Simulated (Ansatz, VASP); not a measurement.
**MgS in VASP and in Ansatz**

```
Mg S
1.0
     0.00000    2.56649    2.56649
     2.56649    0.00000    2.56649
     2.56649    2.56649    0.00000
Mg S
1 1
Direct
  0.00000 0.00000 0.00000
  0.50000 0.50000 0.50000
```

Change from the starting cell: volume scaled by 0.96.

Alike in both runs: task single point; functional PBE; k mesh 8 × 8 × 8; occupations fermi-dirac, width 0.01 eV; no spin polarisation.

|  | VASP | Ansatz |
| --- | --- | --- |
| version | VASP 6.6.1 | Ansatz 0.2.0 |
| potentials or method | VASP PAW PBE potentials, release 64 (Mg, S), cutoff 520 eV | all-electron LAPW, scalar-relativistic |

```tsv
	VASP	Ansatz	Ansatz less VASP
gap on the k mesh at the Fermi level (eV)	2.86	2.87	+0.009
pressure (GPa)	4.3	4.6	+0.30
```

Ansatz ran all-electron here, and VASP with PAW potentials.
